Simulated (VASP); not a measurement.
# WC (Cm) in VASP: a series of runs

Runs on WC. Level: PBEsol. Tasks: single point.

Program: VASP 6.6.1. These are calculated values, not measurements. Logs are shortened: lines on timing, memory, paths and dates and some standing lists are left out, and cuts for length are marked.

## (1) The cell of the first run

The structure is monoclinic, space group Cm (No. 8). Conventional cell: a = 5.024 Å, b = 2.901 Å, c = 2.829 Å, α = 90.00°, β = 90.00°, γ = 90.00°. W (site symmetry m) has 5 C at 1.92 to 2.43 Å within 2.5 Å. Within 2.5 Å of C (site symmetry m) lie 5 W at 1.92 to 2.43 Å.

## (2) Single point, PBEsol (atom 1 (W) moved by (+0.450, -0.225) A along y and z)

INCAR

```
  PREC = Accurate
  ENCUT = 520
  EDIFF = 1E-6
  ISMEAR = 0
  SIGMA = 0.15
  LREAL = False
  LASPH = True
  NELM = 80
  ALGO = Normal
  ISIF = 2
  LWAVE = False
  LCHARG = False
  GGA = PS
  NBANDS = 16
```

KPOINTS

```
regular mesh
0
Gamma
  18 18 16
```

POSCAR

```
WC
1.0
    2.9005014360      0.0000000000      0.0000000000
   -1.4502507180      2.5119079273      0.0000000000
    0.0000000000      0.0000000000      2.8290000000
W C
1 1
Direct
    0.0895733468      0.1791466937     -0.0795334040
    0.6666666667      0.3333333333      0.5000000000
```

Potentials or basis: VASP PAW PBE potentials, release 64 (W_sv, C).

On the command line:

```
$ cat potpaw_PBE.64/W_sv/POTCAR potpaw_PBE.64/C/POTCAR > POTCAR
$ mpirun -np 1 vasp_std > vasp.out
```

OUTCAR:

```text
PREC = Accurate
   ENCUT = 520
   EDIFF = 1E-6
   ISMEAR = 0
   LREAL = False
   LASPH = True
   NELM = 80
   ISIF = 2
   GGA = PS

 ion  position               nearest neighbor table
   1  0.090  0.179  0.920-   2 1.92   2 1.92   2 2.22   2 2.22   2 2.43   2 2.68
   2  0.667  0.333  0.500-   1 1.92   1 1.92   1 2.22   1 2.22   1 2.43   1 2.68

  LATTYP: Found a hexagonal cell.
 ALAT       =     2.9005014360
 C/A-ratio  =     0.9753485949

  Lattice vectors:

 A1 = (   2.9005014360,   0.0000000000,   0.0000000000)
 A2 = (  -1.4502507180,   2.5119079273,   0.0000000000)
 A3 = (   0.0000000000,   0.0000000000,   2.8290000000)

Analysis of symmetry for initial positions (statically):
=====================================================================
 Subroutine PRICEL returns:
 Original cell was already a primitive cell.

 Routine SETGRP: Setting up the symmetry group for a
 hexagonal supercell.

 Subroutine GETGRP returns: Found  2 space group operations
 (whereof  2 operations were pure point group operations)
 out of a pool of 24 trial point group operations.

The static configuration has the point symmetry C_1h.

Analysis of symmetry for dynamics (positions and initial velocities):
=====================================================================
 Subroutine PRICEL returns:
 Original cell was already a primitive cell.

 Routine SETGRP: Setting up the symmetry group for a
 hexagonal supercell.

 Subroutine GETGRP returns: Found  2 space group operations
 (whereof  2 operations were pure point group operations)
 out of a pool of 24 trial point group operations.

The dynamic configuration has the point symmetry C_1h.

 Subroutine INISYM returns: Found  2 space group operations
 (whereof  2 operations are pure point group operations),
 and found     1 'primitive' translations

----------------------------------------------------------------------------------------

                                     Primitive cell

  volume of cell :      20.6115

  direct lattice vectors                    reciprocal lattice vectors
     2.900501436  0.000000000  0.000000000     0.344767973  0.199051882  0.000000000
    -1.450250718  2.511907927  0.000000000     0.000000000  0.398103764  0.000000000
     0.000000000  0.000000000  2.829000000     0.000000000  0.000000000  0.353481796

  length of vectors
     2.900501436  2.900501436  2.829000000     0.398103764  0.398103764  0.353481796

  position of ions in fractional coordinates (direct lattice)
     0.089573347  0.179146694  0.920466596
     0.666666667  0.333333333  0.500000000

  ion indices of the primitive-cell ions
   primitive index   ion index
                 1           1
                 2           2

----------------------------------------------------------------------------------------

 KPOINTS: regular mesh

Automatic generation of k-mesh.
 Grid dimensions read from file:
 generate k-points for:   18   18   16

 Generating k-lattice:

  Cartesian coordinates                     Fractional coordinates (reciprocal lattice)
     0.019153776  0.011058438  0.000000000     0.055555556  0.000000000  0.000000000
     0.000000000  0.022116876  0.000000000     0.000000000  0.055555556  0.000000000
     0.000000000  0.000000000  0.022092612     0.000000000  0.000000000  0.062500000

  Length of vectors
     0.022116876  0.022116876  0.022092612

  Shift w.r.t. Gamma in fractional coordinates (k-lattice)
     0.000000000  0.000000000  0.000000000

 Subroutine IBZKPT returns following result:
 ===========================================

 Found   1379 irreducible k-points:

 Following reciprocal coordinates:
            Coordinates               Weight
  0.000000  0.000000  0.000000      1.000000
  0.055556  0.000000  0.000000      4.000000
  0.000000  0.055556  0.000000      2.000000
  0.111111  0.000000  0.000000      4.000000
  0.000000  0.111111  0.000000      2.000000
  0.166667  0.000000  0.000000      4.000000
[... 16 lines left out ...]
 -0.055556  0.166667  0.000000      4.000000
 -0.166667  0.111111  0.000000      4.000000
 [... further k-points ...]
   k-points           NKPTS =   1379   k-points in BZ     NKDIM =   1379   number of bands    NBANDS=     16
   number of dos      NEDOS =    301   number of ions     NIONS =      2
   total plane-waves  NPLWV =  13824
   dimension x,y,z NGX =    24 NGY =   24 NGZ =   24
   dimension x,y,z NGXF=    48 NGYF=   48 NGZF=   48
   ions per type =               1   1
   NGX,Y,Z   is equivalent  to a cutoff of  13.76, 13.76, 14.10 a.u.
   NGXF,Y,Z  is equivalent  to a cutoff of  27.51, 27.51, 28.21 a.u.
 SYSTEM =  unknown system
   PREC   = accura    normal or accurate (medium, high low for compatibility)
   ISTART =      0    job   : 0-new  1-cont  2-samecut
   ICHARG =      2    charge: 1-file 2-atom 10-const
   ISPIN  =      1    spin polarized calculation?
   LNONCOLLINEAR =      F non collinear calculations
   LSORBIT =      F    spin-orbit coupling
   LASPH  =      T    aspherical Exc in radial PAW
   ENCUT  =  520.0 eV  38.22 Ry    6.18 a.u.   5.39  5.39  5.26*2*pi/ulx,y,z
   NELM   =     80;   NELMIN=  2; NELMDL= -5     # of ELM steps
   EDIFF  = 0.1E-05   stopping-criterion for ELM
   LREAL  =      F    real-space projection
   EDIFFG = 0.1E-04   stopping-criterion for IOM
   NSW    =      0    number of steps for IOM
   IBRION =     -1    ionic relax: 0-MD 1-quasi-New 2-CG
   NFREE  =      0    steps in history (QN), initial steepest desc. (CG)
   ISIF   =      2    stress and relaxation
   ISYM   =      2    0-nonsym 1-usesym 2-fastsym
   POTIM  = 0.5000    time-step for ionic-motion
   TEBEG  =    0.0;   TEEND  =   0.0 temperature during run
   PSTRESS=    0.0 pullay stress
   NELECT =      18.0000    total number of electrons
   NUPDOWN=      -1.0000    fix difference up-down
   EMIN   =  10.00;   EMAX   =-10.00  energy-range for DOS
   EFERMI =   0.00;   METHOD = LEGACY
   ISMEAR =     0;   SIGMA  =   0.15  broadening in eV -4-tet -1-fermi 0-gaus
   EFERMI_NEDOS =   21; number of points for ismear=-14 and -15
   IALGO  =     38    algorithm
   IMIX   =      4    mixing-type and parameters
     AMIX     =   0.40;   BMIX     =  1.00
     AMIX_MAG =   1.60;   BMIX_MAG =  1.00
  volume/ion in A,a.u.               =      10.31        69.55
  Fermi-wavevector in a.u.,A,eV,Ry     =   1.564813  2.957068 33.315762  2.448639
  Thomas-Fermi vector in A             =   2.667381
   LORBIT       =      0    0 simple, 1 ext, 2 COOP (PROOUT), +10 PAW based schemes
   GGA     = PS    functional components
   LHFCALC =     F    Hartree Fock is set to
   AEXX    =    0.0000 exact exchange contribution
   IVDW    =     0    specifies the selected vdW correction
   LEPSILON=     F    determine dielectric tensor
   LRPA    =     F    only Hartree local field effects (RPA)
 non-spin polarized calculation
 Gauss-broadening in eV      SIGMA  =   0.15
  energy-cutoff  :      520.00
  volume of cell :       20.61
 maximum number of plane-waves:       580
 NGX is ok and might be reduce to    24
   NGX = 11   NGY = 11   NGZ = 11

 number of electron      18.0000001 magnetization

 Free energy of the ion-electron system (eV)
  ---------------------------------------------------
  ext. energy  EPLUGINS =         0.00000000
  ---------------------------------------------------
  free energy    TOTEN  =       -22.21595260 eV

  energy without entropy =      -22.21050457  energy(sigma->0) =      -22.21322859

 E-fermi :  11.6025     XC(G=0): -13.8971

 val. band max:       11.6010345506   @ k =  -0.2778   0.1667   0.3125
 cond. band min:      11.6099209805   @ k =   0.0556  -0.1667   0.2500
 fundamental gap:      0.0088864299
 Fermi energy:        11.6025088361

 k-point     1 :       0.0000    0.0000    0.0000
  band No.  band energies     occupation
      1     -62.6255      2.00000
      2     -26.7349      2.00000
      3     -26.6896      2.00000
      4     -26.5003      2.00000
      5      -3.5151      2.00000
      6       5.8994      2.00000
[... 8 lines left out ...]
     15      25.2927      0.00000
     16      26.9491      0.00000

 k-point     2 :       0.0556    0.0000    0.0000
  band No.  band energies     occupation
      1     -62.6236      2.00000
      2     -26.7343      2.00000
      3     -26.7113      2.00000
      4     -26.5105      2.00000
      5      -3.4232      2.00000
      6       5.9135      2.00000
[... 8 lines left out ...]
     15      25.1901      0.00000
     16      26.9789      0.00000

 k-point     3 :       0.0000    0.0556    0.0000
  band No.  band energies     occupation
      1     -62.6236      2.00000
      2     -26.7323      2.00000
      3     -26.6955      2.00000
      4     -26.5259      2.00000
      5      -3.4476      2.00000
      6       5.9456      2.00000
[... 8 lines left out ...]
     15      24.7264      0.00000
     16      27.5454      0.00000

 k-point     4 :       0.1111    0.0000    0.0000
  band No.  band energies     occupation
      1     -62.6181      2.00000
      2     -26.7914      2.00000
      3     -26.7178      2.00000
      4     -26.5364      2.00000
      5      -3.1536      2.00000
      6       5.9088      2.00000
[... 8 lines left out ...]
     15      24.9545      0.00000
     16      27.1082      0.00000
[... 324 lines left out ...]
 k-point    22 :       0.1111    0.0556    0.0000
  band No.  band energies     occupation
      1     -62.6132      2.00000
      2     -26.8217      2.00000
      3     -26.7115      2.00000
      4     -26.5890      2.00000
      5      -2.9628      2.00000
      6       5.9403      2.00000
[... 8 lines left out ...]
     15      24.1769      0.00000
     16      28.0457      0.00000

 k-point    23 :      -0.0556    0.1667    0.0000
  band No.  band energies     occupation
      1     -62.6134      2.00000
      2     -26.7648      2.00000
      3     -26.7157      2.00000
      4     -26.6347      2.00000
      5      -3.0407      2.00000
      6       6.0621      2.00000
[... 8 lines left out ...]
     15      23.6705      0.00000
     16      28.7201      0.00000

 k-point    24 :      -0.1667    0.1111    0.0000
  band No.  band energies     occupation
      1     -62.6128      2.00000
      2     -26.8827      2.00000
      3     -26.7077      2.00000
      4     -26.5421      2.00000
      5      -2.8508      2.00000
      6       5.7723      2.00000
[... 8 lines left out ...]
     15      25.5349      0.00000
     16      26.4636      0.00000

 [... further k-points ...]
[... 5 lines left out ...]
  --------------------------------------------------------------------------------------
  -------------------------------------------------------------------------------------
  Total        7.0269453      0.5726970      6.3951129      0.0000000     -2.1787078      0.0000000
  in kB      546.2197554     44.5169828    497.1060481      0.0000000   -169.3556998      0.0000000
  external PRESSURE =     362.6142621 kB  Pullay stress =       0.0000000 kB

 VOLUME and BASIS-vectors are now :
 -----------------------------------------------------------------------------
  energy-cutoff  :      520.00
  volume of cell :       20.61
      direct lattice vectors                 reciprocal lattice vectors
     2.900501436  0.000000000  0.000000000     0.344767973  0.199051882  0.000000000
    -1.450250718  2.511907927  0.000000000     0.000000000  0.398103764  0.000000000
     0.000000000  0.000000000  2.829000000     0.000000000  0.000000000  0.353481796

 POSITION                                       TOTAL-FORCE (eV/Angst)
 -----------------------------------------------------------------------------------
     -0.00000      0.45000      2.60400         0.000000     -4.268771      4.621976
      1.45025      0.83730      1.41450        -0.000000      4.268771     -4.621976
 -----------------------------------------------------------------------------------
    total drift:                               -0.000000     -0.000220     -0.000232

  FREE ENERGIE OF THE ION-ELECTRON SYSTEM (eV)
  ---------------------------------------------------
  free  energy   TOTEN  =       -22.2159526019 eV

  energy  without entropy=      -22.2105045745  energy(sigma->0) =      -22.21322859
```

Run time: 2 min. Hardware: 1 thread of Intel Xeon 6975P-C (Granite Rapids), shared host; peak memory 0.52 GiB.

Results:

```yaml
Free_energy: -22.2160 eV
Pressure: 36.3 GPa
Largest_force: 6.292 eV/Å
Band_gap_on_the_k_mesh: zero (bands 9 and 10 overlap by 2.10 eV)
```

Forces in eV/Å, atoms in the order of the input:
```
W    0.000 -4.269  4.622
C    0.000  4.269 -4.622
```

Caveat: the cell differs from its parent crystal (atom 1 (W) moved by (+0.450, -0.225) A along y and z); the stress differs along the axes, from 4 to 55 GPa; the PAW data sets were made with another functional, which shifts forces and pressure a little; spin-orbit coupling is left out, which moves the levels of the heavy elements.

## (3) Single point, PBEsol (atom 1 (W) moved by (-0.225, -0.225) A along y and z)

INCAR

```
PREC = Accurate ; ENCUT = 520
EDIFF = 1E-6 ; ISMEAR = 0
SIGMA = 0.15 ; LREAL = False
LASPH = True ; NELM = 80
ALGO = Normal ; ISIF = 2
LWAVE = False ; LCHARG = False
GGA = PS ; NBANDS = 16
```

KPOINTS

```
Automatic mesh
0
Gamma
  18 18 16
```

POSCAR, as its differences from that of step 2:

```diff
@@ -8,3 +8,3 @@
 Direct
-    0.0895733468      0.1791466937     -0.0795334040
+   -0.0447866734     -0.0895733468     -0.0795334040
     0.6666666667      0.3333333333      0.5000000000
```

Potentials or basis: VASP PAW PBE potentials, release 64 (W_sv, C).

On the command line:

```
$ cat potpaw_PBE.64/W_sv/POTCAR potpaw_PBE.64/C/POTCAR > POTCAR
$ mpirun -np 1 vasp_std > vasp.out
```

It took 2 min on 1 thread of Intel Xeon 6975P-C (Granite Rapids), shared host; peak memory 0.52 GiB.

It converged, with:

```yaml
Free_energy: -22.9981 eV
Pressure: 22.0 GPa
Largest_force: 6.417 eV/Å
Band_gap_on_the_k_mesh: zero (bands 9 and 10 overlap by 0.71 eV)
```

Forces in eV/Å, atoms in the order of the input:
```
W    0.000  4.811  4.247
C    0.000 -4.811 -4.247
```

Stress tensor (GPa, compression positive):
```
 0.46  0.00  0.00
 0.00 35.31 26.10
 0.00 26.10 30.08
```

Levels at points of the mesh, in eV from the Fermi level:
```
           k point  band 5  band 6  band 7  band 8  band 9  band 10  band 11  band 12  band 13  band 14
(0.00, 0.00, 0.00)  -14.65   -5.37   -4.09   -3.45    0.46     2.37     3.22     4.88     6.94     7.25
(0.50, 0.00, 0.00)  -11.61   -6.97   -4.76   -3.30   -0.49     2.54     4.39     5.01     5.75    10.53
(0.00, 0.50, 0.00)  -10.75   -7.94   -4.42   -3.68   -0.89     2.85     4.05     4.39     6.20    11.41
(0.00, 0.00, 0.50)  -10.86   -8.65   -3.78   -2.08   -0.77    -0.06     2.92     4.01     6.60     9.73
(0.50, 0.00, 0.50)  -11.27   -7.17   -4.99   -4.20    0.48     3.99     5.11     5.71     8.75    10.20
(0.00, 0.50, 0.50)  -12.01   -6.34   -4.18   -3.57   -0.51     4.27     5.19     6.63     8.09     9.50
```

Caveat: the cell differs from its parent crystal (atom 1 (W) moved by (-0.225, -0.225) A along y and z); the stress differs along the axes, from 0 to 35 GPa; the PAW data sets were made with another functional, which shifts forces and pressure a little; spin-orbit coupling is left out, which moves the levels of the heavy elements.

(Part 1 of 2 ends here.)
